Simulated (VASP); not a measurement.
# I (Cmce) in VASP: further runs

The runs below take I through single point, with LDA.

Program: VASP 6.6.1. These are calculated values, not measurements. Logs are shortened: lines on timing, memory, paths and dates and some standing lists are left out, and cuts for length are marked.

**1. The cell of the first run**

It takes space group Cmce (No. 64, orthorhombic). Conventional cell: a = 6.151 Å, b = 4.017 Å, c = 9.166 Å, α = 90.00°, β = 90.00°, γ = 90.00°. I (site symmetry m) has 14 I at 2.79 to 4.02 Å within 4.1 Å.

**2. Single point, LDA**

File INCAR:

```
  ALGO = Normal
  EDIFF = 1E-7
  ENCUT = 520
  ISIF = 2
  ISMEAR = 0
  LASPH = True
  LCHARG = False
  LREAL = False
  LWAVE = False
  NBANDS = 22
  NELM = 60
  PREC = Accurate
  SIGMA = 0.02
```

File KPOINTS:

```
k-points
0
Gamma
  9 9 9
```

File POSCAR:

```
I
1.0
    3.0753728011     -2.0084752325      0.0000000000
    3.0753728011      2.0084752325      0.0000000000
    0.0000000000      0.0000000000      9.1661707722
I
4
Direct
    0.7984839285      0.2015160715      0.8759646326
    0.2984839285      0.7015160715      0.6240353674
    0.2015160715      0.7984839285      0.1240353674
    0.7015160715      0.2984839285      0.3759646326
```

Potentials or basis: VASP PAW LDA potentials, release 64 (I).

Started as:

```sh
$ cat potpaw_LDA.64/I/POTCAR > POTCAR
$ mpirun -np 1 vasp_std > vasp.out
```

OUTCAR:

```text
EDIFF = 1E-7
   ENCUT = 520
   ISIF = 2
   ISMEAR = 0
   LASPH = True
   LREAL = False
   NELM = 60
   PREC = Accurate

 ion  position               nearest neighbor table
   1  0.798  0.202  0.876-   3 2.79   2 3.06   2 3.06   3 3.30
   2  0.298  0.702  0.624-   4 2.79   1 3.06   1 3.06   4 3.30
   3  0.202  0.798  0.124-   1 2.79   4 3.06   4 3.06   1 3.30
   4  0.702  0.298  0.376-   2 2.79   3 3.06   3 3.06   2 3.30

  LATTYP: Found a base centered orthorhombic cell.
 ALAT       =     4.0169504650
 B/A-ratio  =     1.5311977720
 C/A-ratio  =     2.2818729910

  Lattice vectors:

 A1 = (  -3.0753728011,  -2.0084752325,   0.0000000000)
 A2 = (   3.0753728011,  -2.0084752325,   0.0000000000)
 A3 = (   0.0000000000,   0.0000000000,   9.1661707722)

Analysis of symmetry for initial positions (statically):
=====================================================================
 Subroutine PRICEL returns:
 Original cell was already a primitive cell.

 Routine SETGRP: Setting up the symmetry group for a
 base centered orthorhombic supercell.

 Subroutine GETGRP returns: Found  8 space group operations
 (whereof  4 operations were pure point group operations)
 out of a pool of  8 trial point group operations.

The static configuration has the point symmetry C_2h.
 The point group associated with its full space group is D_2h.

Analysis of symmetry for dynamics (positions and initial velocities):
=====================================================================
 Subroutine PRICEL returns:
 Original cell was already a primitive cell.

 Routine SETGRP: Setting up the symmetry group for a
 base centered orthorhombic supercell.

 Subroutine GETGRP returns: Found  8 space group operations
 (whereof  4 operations were pure point group operations)
 out of a pool of  8 trial point group operations.

The dynamic configuration has the point symmetry C_2h.
 The point group associated with its full space group is D_2h.

 Subroutine INISYM returns: Found  8 space group operations
 (whereof  4 operations are pure point group operations),
 and found     1 'primitive' translations

----------------------------------------------------------------------------------------

                                     Primitive cell

  volume of cell :     113.2354

  direct lattice vectors                    reciprocal lattice vectors
     3.075372801 -2.008475232  0.000000000     0.162581915 -0.248945066  0.000000000
     3.075372801  2.008475232  0.000000000     0.162581915  0.248945066  0.000000000
     0.000000000  0.000000000  9.166170772     0.000000000  0.000000000  0.109096811

  length of vectors
     3.673130902  3.673130902  9.166170772     0.297332348  0.297332348  0.109096811

  position of ions in fractional coordinates (direct lattice)
     0.798483928  0.201516072  0.875964633
     0.298483928  0.701516072  0.624035367
     0.201516072  0.798483928  0.124035367
     0.701516072  0.298483928  0.375964633

  ion indices of the primitive-cell ions
   primitive index   ion index
                 1           1
                 2           2
                 3           3
                 4           4

----------------------------------------------------------------------------------------

 KPOINTS: k-points

Automatic generation of k-mesh.
 Grid dimensions read from file:
 generate k-points for:    9    9    9

 Generating k-lattice:

  Cartesian coordinates                     Fractional coordinates (reciprocal lattice)
     0.018064657 -0.027660563  0.000000000     0.111111111 -0.000000000  0.000000000
     0.018064657  0.027660563  0.000000000    -0.000000000  0.111111111  0.000000000
     0.000000000  0.000000000  0.012121868     0.000000000  0.000000000  0.111111111

  Length of vectors
     0.033036928  0.033036928  0.012121868

  Shift w.r.t. Gamma in fractional coordinates (k-lattice)
     0.000000000  0.000000000  0.000000000

 Subroutine IBZKPT returns following result:
 ===========================================

 Found    125 irreducible k-points:

 Following reciprocal coordinates:
            Coordinates               Weight
  0.000000  0.000000  0.000000      1.000000
  0.111111  0.000000  0.000000      4.000000
  0.222222  0.000000  0.000000      4.000000
  0.333333  0.000000  0.000000      4.000000
  0.444444  0.000000  0.000000      4.000000
  0.111111  0.111111  0.000000      2.000000
[... 16 lines left out ...]
 -0.333333  0.333333  0.000000      2.000000
  0.444444  0.444444  0.000000      2.000000
 [... further k-points ...]
   k-points           NKPTS =    125   k-points in BZ     NKDIM =    125   number of bands    NBANDS=     22
   number of dos      NEDOS =    301   number of ions     NIONS =      4
   total plane-waves  NPLWV =  54880
   dimension x,y,z NGX =    28 NGY =   28 NGZ =   70
   dimension x,y,z NGXF=    56 NGYF=   56 NGZF=  140
   ions per type =               4
   NGX,Y,Z   is equivalent  to a cutoff of  12.67, 12.67, 12.70 a.u.
   NGXF,Y,Z  is equivalent  to a cutoff of  25.35, 25.35, 25.39 a.u.
 SYSTEM =  unknown system
   PREC   = accura    normal or accurate (medium, high low for compatibility)
   ISTART =      0    job   : 0-new  1-cont  2-samecut
   ICHARG =      2    charge: 1-file 2-atom 10-const
   ISPIN  =      1    spin polarized calculation?
   LNONCOLLINEAR =      F non collinear calculations
   LSORBIT =      F    spin-orbit coupling
   LASPH  =      T    aspherical Exc in radial PAW
   ENCUT  =  520.0 eV  38.22 Ry    6.18 a.u.   6.83  6.83 17.04*2*pi/ulx,y,z
   NELM   =     60;   NELMIN=  2; NELMDL= -5     # of ELM steps
   EDIFF  = 0.1E-06   stopping-criterion for ELM
   LREAL  =      F    real-space projection
   EDIFFG = 0.1E-05   stopping-criterion for IOM
   NSW    =      0    number of steps for IOM
   IBRION =     -1    ionic relax: 0-MD 1-quasi-New 2-CG
   NFREE  =      0    steps in history (QN), initial steepest desc. (CG)
   ISIF   =      2    stress and relaxation
   ISYM   =      2    0-nonsym 1-usesym 2-fastsym
   POTIM  = 0.5000    time-step for ionic-motion
   TEBEG  =    0.0;   TEEND  =   0.0 temperature during run
   PSTRESS=    0.0 pullay stress
   NELECT =      28.0000    total number of electrons
   NUPDOWN=      -1.0000    fix difference up-down
   EMIN   =  10.00;   EMAX   =-10.00  energy-range for DOS
   EFERMI =   0.00;   METHOD = LEGACY
   ISMEAR =     0;   SIGMA  =   0.02  broadening in eV -4-tet -1-fermi 0-gaus
   EFERMI_NEDOS =   21; number of points for ismear=-14 and -15
   IALGO  =     38    algorithm
   IMIX   =      4    mixing-type and parameters
     AMIX     =   0.40;   BMIX     =  1.00
     AMIX_MAG =   1.60;   BMIX_MAG =  1.00
  volume/ion in A,a.u.               =      28.31       191.04
  Fermi-wavevector in a.u.,A,eV,Ry     =   1.027543  1.941775 14.365645  1.055845
  Thomas-Fermi vector in A             =   2.161494
   LORBIT       =      0    0 simple, 1 ext, 2 COOP (PROOUT), +10 PAW based schemes
   GGA     = CA    functional components
   LHFCALC =     F    Hartree Fock is set to
   AEXX    =    0.0000 exact exchange contribution
   IVDW    =     0    specifies the selected vdW correction
   LEPSILON=     F    determine dielectric tensor
   LRPA    =     F    only Hartree local field effects (RPA)
 non-spin polarized calculation
 Gauss-broadening in eV      SIGMA  =   0.02
  energy-cutoff  :      520.00
  volume of cell :      113.24
 maximum number of plane-waves:      3072
   NGX = 13   NGY = 13   NGZ = 35

 number of electron      28.0000002 magnetization

 Free energy of the ion-electron system (eV)
  ---------------------------------------------------
  ext. energy  EPLUGINS =         0.00000000
  ---------------------------------------------------
  free energy    TOTEN  =        -7.33314924 eV

  energy without entropy =       -7.33314916  energy(sigma->0) =       -7.33314920

 E-fermi :   7.6517     XC(G=0): -10.2412

 val. band max:        7.5951737734   @ k =  -0.2222   0.1111   0.2222
 cond. band min:       7.7059120345   @ k =   0.4444   0.4444   0.3333
 fundamental gap:      0.1107382611
 Fermi energy:         7.6517245258

 k-point     1 :       0.0000    0.0000    0.0000
  band No.  band energies     occupation
      1      -8.0565      2.00000
      2      -6.6743      2.00000
      3      -6.3636      2.00000
      4      -3.6701      2.00000
      5       1.2007      2.00000
      6       4.1200      2.00000
[... 14 lines left out ...]
     21      14.1745      0.00000
     22      14.6585      0.00000

 k-point     2 :       0.1111    0.0000    0.0000
  band No.  band energies     occupation
      1      -7.9357      2.00000
      2      -6.5854      2.00000
      3      -6.2646      2.00000
      4      -3.7289      2.00000
      5       1.3162      2.00000
      6       3.8817      2.00000
[... 14 lines left out ...]
     21      14.2213      0.00000
     22      14.4493      0.00000

 k-point     3 :       0.2222    0.0000    0.0000
  band No.  band energies     occupation
      1      -7.5840      2.00000
      2      -6.3468      2.00000
      3      -5.9888      2.00000
      4      -3.9431      2.00000
      5       1.5628      2.00000
      6       2.8197      2.00000
[... 14 lines left out ...]
     21      14.8654      0.00000
     22      15.5070      0.00000
[... 476 lines left out ...]
 k-point    23 :      -0.3333    0.3333    0.0000
  band No.  band energies     occupation
      1      -6.2367      2.00000
      2      -5.7358      2.00000
      3      -5.0326      2.00000
      4      -4.5443      2.00000
      5       1.3183      2.00000
      6       1.3756      2.00000
[... 14 lines left out ...]
     21      16.0115      0.00000
     22      16.1989      0.00000

 k-point    24 :       0.4444    0.4444    0.0000
  band No.  band energies     occupation
      1      -6.8359      2.00000
      2      -5.6485      2.00000
      3      -5.2821      2.00000
      4      -3.2513      2.00000
      5       1.3693      2.00000
      6       2.2904      2.00000
[... 14 lines left out ...]
     21      14.7120      0.00000
     22      15.3188      0.00000

 [... further k-points ...]

------------------------ aborting loop because EDIFF is reached ----------------------------------------

  FORCE on cell =-STRESS in cart. coord.  units (eV):
  Direction    XX          YY          ZZ          XY          YZ          ZX
  --------------------------------------------------------------------------------------
  -------------------------------------------------------------------------------------
  Total        6.9836845      7.0051955      7.0288779      0.0000000      0.0000000      0.0000000
  in kB       98.8127541     99.1171145     99.4521994      0.0000000      0.0000000      0.0000000
  external PRESSURE =      99.1273560 kB  Pullay stress =       0.0000000 kB

 VOLUME and BASIS-vectors are now :
 -----------------------------------------------------------------------------
  energy-cutoff  :      520.00
  volume of cell :      113.24
      direct lattice vectors                 reciprocal lattice vectors
     3.075372801 -2.008475232  0.000000000     0.162581915 -0.248945066  0.000000000
     3.075372801  2.008475232  0.000000000     0.162581915  0.248945066  0.000000000
     0.000000000  0.000000000  9.166170772     0.000000000  0.000000000  0.109096811

 POSITION                                       TOTAL-FORCE (eV/Angst)
 -----------------------------------------------------------------------------------
      3.07537     -1.19900      8.02924         0.000000     -0.002746      0.004643
      3.07537      0.80948      5.72001         0.000000     -0.002746     -0.004643
      3.07537      1.19900      1.13693         0.000000      0.002746     -0.004643
      3.07537     -0.80948      3.44616         0.000000      0.002746      0.004643
 -----------------------------------------------------------------------------------
    total drift:                               -0.000000      0.000000     -0.000000

  FREE ENERGIE OF THE ION-ELECTRON SYSTEM (eV)
  ---------------------------------------------------
  free  energy   TOTEN  =        -7.3331492385 eV

  energy  without entropy=       -7.3331491566  energy(sigma->0) =       -7.33314920
```

Wall time 5.1 min (1 thread of AMD EPYC 7R43 (Zen 3), shared host); peak memory 0.31 GiB.

What came out:

- Free energy: -7.3331 eV
- Pressure: 9.9 GPa
- Largest force: 0.005 eV/Å
- Band gap on the k mesh: 0.11 eV (least direct gap 0.73 eV)

Forces on the atoms (eV/Å):
```
I    0.000 -0.003  0.005
I    0.000 -0.003 -0.005
I    0.000  0.003 -0.005
I    0.000  0.003  0.005
```

Levels at points of the mesh, in eV from the valence-band top:
```csv
k point,band 10,band 11,band 12,band 13,band 14,band 15,band 16,band 17,band 18,band 19
"(0.00, 0.00, 0.00)",-1.44,-0.66,-0.42,-0.15,-0.13,1.42,2.26,3.46,5.77,5.79
```

Caveat: the cell stands under pressure; spin-orbit coupling is left out, which moves the levels of the heavy elements. A k mesh can miss the band edges.

**3. Single point, LDA**

This run uses another cell than the first one, of 30.92 Å³/atom.

File INCAR:

```
ALGO     = Normal         # electronic algorithm
EDIFF    = 1E-6           # SCF threshold, eV
ENCUT    = 520            # plane-wave cutoff, eV
GGA      = CA             # functional
ISIF     = 2              # what is computed and relaxed
ISMEAR   = 0              # smearing method
LASPH    = True           # aspherical terms in the spheres
LCHARG   = False          # write CHGCAR
LREAL    = False          # projectors in reciprocal space
LWAVE    = False          # write WAVECAR
NBANDS   = 22             # bands
NELM     = 80             # most SCF steps
PREC     = Accurate       # precision mode
SIGMA    = 0.02           # smearing width, eV
```

KPOINTS is that of step 2.

File POSCAR:

```
I
1.0
    3.2196154791     -2.0638252228      0.0000000000
    3.2196154791      2.0638252228      0.0000000000
    0.0000000000      0.0000000000      9.3054853179
I
4
Direct
    0.8067052501      0.1932947499      0.8763035582
    0.3067052501      0.6932947499      0.6236964418
    0.1932947499      0.8067052501      0.1236964418
    0.6932947499      0.3067052501      0.3763035582
```

Potentials or basis: VASP PAW LDA potentials, release 64 (I).

Started as:

```sh
$ cat potpaw_LDA.64/I/POTCAR > POTCAR
$ mpirun -np 1 vasp_std > vasp.out
```

It took 5.3 min on 1 thread of AMD EPYC 7R43 (Zen 3), shared host; peak memory 0.32 GiB.

Results (log left out):

- Free energy: -7.8060 eV
- Pressure: 5.0 GPa
- Largest force: 0.006 eV/Å
- Band gap on the k mesh: 0.39 eV (least direct gap 0.85 eV)

Forces on the atoms (eV/Å):
```
I    0.000 -0.002  0.005
I    0.000 -0.002 -0.005
I    0.000  0.002 -0.005
I    0.000  0.002  0.005
```

Levels at points of the mesh, in eV from the valence-band top:
| k point | band 11 | band 12 | band 13 | band 14 | band 15 | band 16 | band 17 | band 18 |
| --- | --- | --- | --- | --- | --- | --- | --- | --- |
| (0.00, 0.00, 0.00) | -0.86 | -0.54 | -0.19 | -0.05 | 1.32 | 2.16 | 3.82 | 5.77 |

Caveat: the cell stands under pressure; spin-orbit coupling is left out, which moves the levels of the heavy elements. A k mesh can miss the band edges.
